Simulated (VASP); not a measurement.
# BP (P6_3/mmc) in VASP: G0W0 quasiparticle levels with PBE

Aim: the G0W0 quasiparticle levels of BP with PBE.

Everything below comes from runs of VASP 6.6.1. Logs are shortened: lines on timing, memory, paths and dates and some standing lists are left out, and cuts for length are marked.

## Step 1: The cell of the first run

Symmetry: P6_3/mmc, No. 194, hexagonal system. Conventional cell: a = 3.204 Å, b = 3.204 Å, c = 8.467 Å, α = 90.00°, β = 90.00°, γ = 120.00°. B (site symmetry -6m2) has 3 P at 1.85 Å within 2.5 Å. Within 2.5 Å of P (site symmetry -6m2) lie 3 B at 1.85 Å.

## Step 2: G0W0 quasiparticle levels, PBE

Input file POSCAR:

```
BP
1.0
    3.2039354075      0.0000000000      0.0000000000
   -1.6019677038      2.7746894549      0.0000000000
    0.0000000000      0.0000000000      8.4666274574
B P
2 2
Direct
    0.3333333333      0.6666666667      0.2500000000
    0.6666666667      0.3333333333      0.7500000000
    0.6666666667      0.3333333333      0.2500000000
    0.3333333333      0.6666666667      0.7500000000
```

Input file INCAR.step1:

```
SYSTEM = BP
PREC     = Accurate       ! precision mode
ENCUT    = 500            ! plane-wave cutoff, eV
EDIFF    = 1E-8           ! SCF threshold, eV
ISMEAR   = 0              ! smearing method
SIGMA    = 0.01           ! smearing width, eV
LREAL    = .False.        ! projectors in reciprocal space
LASPH    = .True.         ! aspherical terms in the spheres
NELM     = 60             ! most SCF steps
ALGO     = Normal         ! electronic algorithm
LWAVE    = .True.         ! write WAVECAR
LCHARG   = .False.        ! write CHGCAR
GGA      = PE             ! functional
```

Input file INCAR.step2:

```
SYSTEM = BP
PREC     = Accurate       ! precision mode
ENCUT    = 500            ! plane-wave cutoff, eV
EDIFF    = 1E-8           ! SCF threshold, eV
ISMEAR   = 0              ! smearing method
SIGMA    = 0.01           ! smearing width, eV
LREAL    = .False.        ! projectors in reciprocal space
LASPH    = .True.         ! aspherical terms in the spheres
NELM     = 1              ! most SCF steps
ALGO     = Exact          ! electronic algorithm
LWAVE    = .True.         ! write WAVECAR
LCHARG   = .False.        ! write CHGCAR
GGA      = PE             ! functional
NBANDS   = 130            ! bands
LOPTICS  = .True.         ! frequency-dependent dielectric function
ISTART   = 1
```

Input file INCAR.step3:

```
SYSTEM = BP
PREC     = Accurate       ! precision mode
ENCUT    = 500            ! plane-wave cutoff, eV
EDIFF    = 1E-8           ! SCF threshold, eV
ISMEAR   = 0              ! smearing method
SIGMA    = 0.01           ! smearing width, eV
LREAL    = .False.        ! projectors in reciprocal space
LASPH    = .True.         ! aspherical terms in the spheres
ALGO     = EVGW0          ! electronic algorithm
LWAVE    = .False.        ! write WAVECAR
LCHARG   = .False.        ! write CHGCAR
GGA      = PE             ! functional
NELMGW   = 1            
NBANDS   = 130            ! bands
ENCUTGW  = 80.0           ! cutoff of the response function
NOMEGA   = 96             ! frequency points
PRECFOCK = Fast         
ISTART   = 1            
NBANDSGW = 16           
OMEGAMAX = 20
```

Input file KPOINTS:

```
Automatic mesh
0
Gamma
  6 6 2
  0 0 0
```

Potentials or basis: VASP PAW PBE potentials, release 64 (B_GW, P_GW).

On the command line:

```sh
$ cat potpaw_PBE.64/B_GW/POTCAR potpaw_PBE.64/P_GW/POTCAR > POTCAR
$ cp INCAR.step1 INCAR
$ mpirun -np 1 vasp_std > vasp.out
$ cp INCAR.step2 INCAR
$ mpirun -np 1 vasp_std > vasp.out
$ cp INCAR.step3 INCAR
$ mpirun -np 1 vasp_std > vasp.out
```

OUTCAR:

```text
SYSTEM = BP
   PREC = Accurate
   ENCUT = 500
   EDIFF = 1E-8
   ISMEAR = 0
   LREAL = .False.
   LASPH = .True.
   GGA = PE
   NELMGW = 1
   ENCUTGW = 80.0
   PRECFOCK = Fast
   ISTART = 1

 ion  position               nearest neighbor table
   1  0.333  0.667  0.250-   3 1.85   3 1.85   3 1.85
   2  0.667  0.333  0.750-   4 1.85   4 1.85   4 1.85
   3  0.667  0.333  0.250-   1 1.85   1 1.85   1 1.85
   4  0.333  0.667  0.750-   2 1.85   2 1.85   2 1.85

  LATTYP: Found a hexagonal cell.
 ALAT       =     3.2039354075
 C/A-ratio  =     2.6425712071

  Lattice vectors:

 A1 = (   3.2039354075,   0.0000000000,   0.0000000000)
 A2 = (  -1.6019677038,   2.7746894549,   0.0000000000)
 A3 = (   0.0000000000,   0.0000000000,   8.4666274574)

Analysis of symmetry for initial positions (statically):
=====================================================================
 Subroutine PRICEL returns:
 Original cell was already a primitive cell.

 Routine SETGRP: Setting up the symmetry group for a
 hexagonal supercell.

 Subroutine GETGRP returns: Found 24 space group operations
 (whereof 12 operations were pure point group operations)
 out of a pool of 24 trial point group operations.

The static configuration has the point symmetry D_3d.
 The point group associated with its full space group is D_6h.

Analysis of symmetry for dynamics (positions and initial velocities):
=====================================================================
 Subroutine PRICEL returns:
 Original cell was already a primitive cell.

 Routine SETGRP: Setting up the symmetry group for a
 hexagonal supercell.

 Subroutine GETGRP returns: Found 24 space group operations
 (whereof 12 operations were pure point group operations)
 out of a pool of 24 trial point group operations.

The dynamic configuration has the point symmetry D_3d.
 The point group associated with its full space group is D_6h.

 Subroutine INISYM returns: Found 24 space group operations
 (whereof 12 operations are pure point group operations),
 and found     1 'primitive' translations

----------------------------------------------------------------------------------------

                                     Primitive cell

  volume of cell :      75.2677

  direct lattice vectors                    reciprocal lattice vectors
     3.203935407  0.000000000  0.000000000     0.312116155  0.180200346  0.000000000
    -1.601967704  2.774689455  0.000000000     0.000000000  0.360400692  0.000000000
     0.000000000  0.000000000  8.466627457     0.000000000  0.000000000  0.118110783

  length of vectors
     3.203935407  3.203935407  8.466627457     0.360400692  0.360400692  0.118110783

  position of ions in fractional coordinates (direct lattice)
     0.333333333  0.666666667  0.250000000
     0.666666667  0.333333333  0.750000000
     0.666666667  0.333333333  0.250000000
     0.333333333  0.666666667  0.750000000

  ion indices of the primitive-cell ions
   primitive index   ion index
                 1           1
                 2           2
                 3           3
                 4           4

----------------------------------------------------------------------------------------

 KPOINTS: Automatic mesh

Automatic generation of k-mesh.
 Grid dimensions read from file:
 generate k-points for:    6    6    2

 Generating k-lattice:

  Cartesian coordinates                     Fractional coordinates (reciprocal lattice)
     0.052019359  0.030033391  0.000000000     0.166666667  0.000000000  0.000000000
     0.000000000  0.060066782  0.000000000     0.000000000  0.166666667  0.000000000
     0.000000000  0.000000000  0.059055392     0.000000000  0.000000000  0.500000000

  Length of vectors
     0.060066782  0.060066782  0.059055392

  Shift w.r.t. Gamma in fractional coordinates (k-lattice)
     0.000000000  0.000000000  0.000000000

 Subroutine IBZKPT returns following result:
 ===========================================

 Found     14 irreducible k-points:

 Following reciprocal coordinates:
            Coordinates               Weight
  0.000000  0.000000  0.000000      1.000000
  0.166667  0.000000  0.000000      6.000000
  0.333333 -0.000000  0.000000      6.000000
  0.500000 -0.000000  0.000000      3.000000
  0.166667  0.166667  0.000000      6.000000
  0.333333  0.166667  0.000000     12.000000
  0.333333  0.333333  0.000000      2.000000
  0.000000  0.000000  0.500000      1.000000
  0.166667  0.000000  0.500000      6.000000
  0.333333 -0.000000  0.500000      6.000000
  0.500000 -0.000000  0.500000      3.000000
  0.166667  0.166667  0.500000      6.000000
  0.333333  0.166667  0.500000     12.000000
  0.333333  0.333333  0.500000      2.000000
   k-points           NKPTS =     14   k-points in BZ     NKDIM =     72   number of bands    NBANDS=    130
   number of dos      NEDOS =    301   number of ions     NIONS =      4
   total plane-waves  NPLWV =  36864
   dimension x,y,z NGX =    24 NGY =   24 NGZ =   64
   dimension x,y,z NGXF=    48 NGYF=   48 NGZF=  128
   ions per type =               2   2
   NGX,Y,Z   is equivalent  to a cutoff of  12.45, 12.45, 12.57 a.u.
   NGXF,Y,Z  is equivalent  to a cutoff of  24.91, 24.91, 25.13 a.u.
 SYSTEM =  BP
   PREC   = accura    normal or accurate (medium, high low for compatibility)
   ISTART =      1    job   : 0-new  1-cont  2-samecut
   ICHARG =      0    charge: 1-file 2-atom 10-const
   ISPIN  =      1    spin polarized calculation?
   LNONCOLLINEAR =      F non collinear calculations
   LSORBIT =      F    spin-orbit coupling
   LASPH  =      T    aspherical Exc in radial PAW
   ENCUT  =  500.0 eV  36.75 Ry    6.06 a.u.   5.84  5.84 15.44*2*pi/ulx,y,z
   NELM   =     60;   NELMIN=  2; NELMDL=  0     # of ELM steps
   EDIFF  = 0.1E-07   stopping-criterion for ELM
   LREAL  =      F    real-space projection
   EDIFFG = 0.1E-06   stopping-criterion for IOM
   NSW    =      0    number of steps for IOM
   IBRION =     -1    ionic relax: 0-MD 1-quasi-New 2-CG
   NFREE  =      0    steps in history (QN), initial steepest desc. (CG)
   ISIF   =      0    stress and relaxation
   ISYM   =      3    0-nonsym 1-usesym 2-fastsym
   POTIM  = 0.5000    time-step for ionic-motion
   TEBEG  =    0.0;   TEEND  =   0.0 temperature during run
   PSTRESS=    0.0 pullay stress
   NELECT =      16.0000    total number of electrons
   NUPDOWN=      -1.0000    fix difference up-down
   EMIN   =  10.00;   EMAX   =-10.00  energy-range for DOS
   EFERMI =   0.00;   METHOD = LEGACY
   ISMEAR =     0;   SIGMA  =   0.01  broadening in eV -4-tet -1-fermi 0-gaus
   EFERMI_NEDOS =   21; number of points for ismear=-14 and -15
   IALGO  =     38    algorithm
   IMIX   =      4    mixing-type and parameters
     AMIX     =   0.40;   BMIX     =  1.00
     AMIX_MAG =   1.60;   BMIX_MAG =  1.00
  volume/ion in A,a.u.               =      18.82       126.98
  Fermi-wavevector in a.u.,A,eV,Ry     =   0.977039  1.846336 12.988196  0.954605
  Thomas-Fermi vector in A             =   2.107705
   LORBIT       =      0    0 simple, 1 ext, 2 COOP (PROOUT), +10 PAW based schemes
   GGA     = PE    functional components
   LHFCALC =     T    Hartree Fock is set to
   PRECFOCK=fast      Normal, Fast or Accurate (Low or Medium for compatibility)
   ENCUT4O =  -1.0   cutoff for four orbital integrals eV
   NKREDX  =     1    reduce k-point grid by
   NKREDY  =     1    reduce k-point grid by
   NKREDZ  =     1    reduce k-point grid by
   AEXX    =    1.0000 exact exchange contribution
   HFSCREEN=    0.0000 screening length (either q_TF or 0.3 A-1)
   HFSCREENC=   0.0000 screening length for correlation (either q_TF or 0.3 A-1)
   ENCUTFOCK=  -1.0 apply spherical cutoff to Coloumb kernel
   IVDW    =     0    specifies the selected vdW correction
   LEPSILON=     F    determine dielectric tensor
   LRPA    =     F    only Hartree local field effects (RPA)
   LRPAFORCE           =     F    calculate RPA forces
   ENCUTGW             =  80.0    cutoff for response function in eV
   ENCUTGWSOFT         =  64.0    soft cutoff for Coulomb kernel in GW response function in eV
   ENCUTLF             =  -1.0    cutoff for local field effects
   NELMGW              =     1    number of iterations in solving QP/BSE equation
   NELMHF              =     1    number of iterations in the inner HF iteration
   NKREDLFX            =     1    NKREDLFY  =   1   NKREDLFZ  =   1
 non-spin polarized calculation
 Gauss-broadening in eV      SIGMA  =   0.01
  energy-cutoff  :      500.00
  volume of cell :       75.27
 maximum number of plane-waves:      1920
 NGX is ok and might be reduce to    24
  NGX = 14; NGY = 14; NGZ = 36
   NGX = 11   NGY = 11   NGZ = 31
 maximum number of plane-waves:       128
 NGX is ok and might be reduce to    10

 QP shifts <psi_nk| G(iteration)W_0 |psi_nk>: iteration 1
 for sc-GW calculations column KS-energies equals QP-energies in previous step
 and V_xc(KS)=  KS-energies - (<T + V_ion + V_H > + <T+V_H+V_ion>^1  + <V_x>^1)

 k-point   1 :       0.0000    0.0000    0.0000
  band No.  KS-energies  QP-energies   sigma(KS)   V_xc(KS)     V^pw_x(r,r')   Z            occupation Imag(sigma)

      1     -11.4757     -11.7511     -12.6807     -12.2461     -20.2367       0.6336       2.0000       1.4109
      2     -11.3504     -11.6149     -12.7988     -12.3861     -20.3165       0.6408       2.0000       1.3592
      3      -2.4252      -2.7798     -10.2588      -9.7222     -13.8682       0.6608       2.0000       0.5297
      4      -1.2255      -1.5160     -11.2742     -10.8377     -14.3190       0.6656       2.0000       0.2722
      5       0.6444       0.4076     -13.8746     -13.5442     -16.1759       0.7165       2.0000       0.0842
      6       0.6444       0.4076     -13.8746     -13.5442     -16.1759       0.7165       2.0000       0.0842
[... 8 lines left out ...]
     15       8.2679       8.8319     -11.2938     -12.0947      -6.0016       0.7041       0.0000      -0.2694
     16      10.7184      10.8349      -8.4761      -8.6376      -2.7329       0.7219       0.0000      -0.4921

 k-point   2 :       0.1667    0.0000    0.0000
  band No.  KS-energies  QP-energies   sigma(KS)   V_xc(KS)     V^pw_x(r,r')   Z            occupation Imag(sigma)

      1     -11.0522     -11.3075     -12.6965     -12.2865     -20.0938       0.6228       2.0000       1.3269
      2     -10.9302     -11.1741     -12.8158     -12.4232     -20.1723       0.6212       2.0000       1.2675
      3      -1.9573      -2.3098     -10.3026      -9.7770     -13.6269       0.6707       2.0000       0.4602
      4      -1.1703      -1.4621     -13.5378     -13.1148     -16.4426       0.6897       2.0000       0.1442
      5      -1.1159      -1.4042     -13.5944     -13.1787     -16.4843       0.6934       2.0000       0.1391
      6      -0.7808      -1.0572     -11.2999     -10.8793     -14.0663       0.6573       2.0000       0.2157
[... 8 lines left out ...]
     15       9.3992       9.9351     -10.9249     -11.6549      -4.8108       0.7342       0.0000      -0.7358
     16       9.5338      10.1297     -11.4099     -12.2521      -5.9150       0.7075       0.0000      -0.3751
[... 208 lines left out ...]
      5      -2.5771      -2.9069     -13.0660     -12.5785     -16.3987       0.6765       2.0000       0.2007
      6      -2.5771      -2.9069     -13.0660     -12.5785     -16.3987       0.6765       2.0000       0.2007
[... 8 lines left out ...]
     15      10.7914      11.1250      -9.2062      -9.6499      -4.0546       0.7519       0.0000      -0.4113
     16      10.7914      11.1250      -9.2062      -9.6499      -4.0546       0.7519       0.0000      -0.4113

 k-point  14 :       0.3333    0.3333    0.5000
  band No.  KS-energies  QP-energies   sigma(KS)   V_xc(KS)     V^pw_x(r,r')   Z            occupation Imag(sigma)

      1      -7.9531      -8.2999     -13.3660     -12.8808     -19.1991       0.7148       2.0000       0.9522
      2      -7.9531      -8.2999     -13.3660     -12.8808     -19.1991       0.7148       2.0000       0.9522
      3      -5.6189      -6.0305     -13.3081     -12.6850     -18.3468       0.6605       2.0000       0.5055
      4      -5.6189      -6.0305     -13.3081     -12.6850     -18.3468       0.6605       2.0000       0.5055
      5      -3.9848      -4.3221     -12.5383     -12.0284     -16.3839       0.6614       2.0000       0.3413
      6      -3.9848      -4.3221     -12.5383     -12.0284     -16.3839       0.6614       2.0000       0.3413
[... 8 lines left out ...]
     15      11.0794      11.7015     -10.3671     -11.1576      -5.2676       0.7869       0.0000      -0.4381
     16      11.0794      11.7015     -10.3671     -11.1576      -5.2676       0.7869       0.0000      -0.4381
```

It took 4.9 min on 1 thread of Intel Xeon 6975P-C (Granite Rapids), shared host; peak memory 1.4 GiB.

What came out:

```
Quasiparticle gap                                   : 1.29 eV
Least direct quasiparticle gap                      : 1.29 eV
Band gap of the starting levels on the mesh         : 0.86 eV
Least direct gap of the starting levels on the mesh : 0.86 eV
```

Caveat: the k points lie up to 0.38 Å⁻¹ apart; bands, screening cutoff and mesh are small and nothing is extrapolated, so the quasiparticle values aren't converged.
